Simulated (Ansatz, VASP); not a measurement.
One calculation of AlSn, two programs

INCAR

```
ALGO = Normal
EDIFF = 1E-8
ENCUT = 520
GGA = PS
ISIF = 2
ISMEAR = -1
LASPH = True
LCHARG = False
LEFG = True
LREAL = False
LWAVE = False
NBANDS = 16
NELM = 100
PREC = Accurate
SIGMA = 0.05
```

The input KPOINTS:

```
k-points
0
Gamma
  10 10 11
```

The input POSCAR:

```
AlSn
1.0
    3.8142320826      0.0000000000      0.0000000000
   -1.9071160413      3.3032218794      0.0000000000
    0.0000000000      0.0000000000      3.0044698905
Al Sn
1 1
Direct
    0.0000000000      0.0000000000      0.0000000000
    0.3333333333      0.6666666667      0.5000000000
```

Input for Ansatz:

```yaml
crystal:
  lattice:
    - [3.8142320826, 0.0, 0.0]
    - [-1.9071160413, 3.3032218794, 0.0]
    - [0.0, 0.0, 3.0044698905]
  atoms:
    - { symbol: Al, position: [0.0, 0.0, 0.0] }
    - { symbol: Sn, position: [0.3333333333, 0.6666666667, 0.5] }
kpoints:
  mp_grid: { grid: [10, 10, 11] }
  band_path:
    path:
      - [0.0, 0.0, 0.0]
      - [0.5, 0.0, 0.0]
      - [0.3333333333, 0.3333333333, 0.0]
      - [0.0, 0.0, 0.0]
      - [0.0, 0.0, 0.5]
      - [0.5, 0.0, 0.5]
      - [0.3333333333, 0.3333333333, 0.5]
      - [0.0, 0.0, 0.5]
      - [0.5, 0.0, 0.5]
    npoints: 6
scf:
  occupations: { method: fermi_dirac, width: 0.05 }
hamiltonian:
  xc: pbesol
  pseudopotentials: { kind: paw }
output:
  forces: true
  stress: true
  eigenvalues: true
  efg: { contact_densities: true }
  populations: true
  write_density: true
  write_potential: true
  elf: true
  volumetric_format: npy
```

Change from the starting cell: volume scaled by 0.75, PAW files.

Alike in both runs: task electric field gradients; functional PBEsol; k mesh 10 × 10 × 11; occupations fermi-dirac, width 0.05 eV; no spin polarisation.

```csv
,VASP,Ansatz
version,VASP 6.6.1,Ansatz 0.2.0
potentials or method,"VASP PAW PBE potentials, release 64 (Al, Sn_d)","PAW with Ansatz's default frozen-core files, scalar-relativistic"
plane-wave cutoff (eV),520,420
valence electrons in the cell,17,17
```

```csv
,VASP,Ansatz,Ansatz less VASP
pressure (GPa),24.2,24.3,+0.04
"traceless stress, the component that is largest in VASP (GPa)",2.09,2.09,+0.001
size of Vzz on the site where it differs most (V/Å²),110.0,118.1,+8.06
```

VASP's potentials were made for PBE, not for PBEsol. The functional is the same, so the differences come from potentials, cutoffs and numerics.
